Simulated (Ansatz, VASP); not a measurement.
**One calculation of Ru, two programs**

```
Ru
1.0
     0.00000    2.69510    2.69510
     2.69510    0.00000    2.69510
     2.69510    2.69510    0.00000
Ru
2
Direct
  0.50000 0.50000 0.50000
  0.75000 0.75000 0.75000
```

Alike in both runs: functional PBEsol; k mesh 6 × 6 × 6; occupations gaussian, width 0.1 eV; no spin polarisation.

Ansatz relaxed the structure, and its values are those at the end. VASP's run is a single point on that final structure, the one shown.

|  | VASP | Ansatz |
| --- | --- | --- |
| version | VASP 6.6.1 | Ansatz 0.2.0 |
| potentials or method | VASP PAW PBE potentials, release 64 (Ru_pv), cutoff 500 eV | scalar-relativistic, plane waves, PAW |
| valence electrons in the cell | 28 | 32 |

Ansatz gave:

```
gap on the k mesh at the Fermi level (eV) : none
pressure (GPa)                            : 0.0
```

Question: Which values does VASP return?

Answer: gap on the k mesh at the Fermi level (eV): none; pressure (GPa): 0.3.

VASP's potentials were made for PBE, not for PBEsol. A gap of «none» marks a metal or a gap that the smearing closes. With one functional, cell and mesh, what is left measures potentials, basis and numerics. VASP's potentials hold 28 valence electrons a cell and Ansatz's 32, so a difference there can come from the potentials and not from the codes.
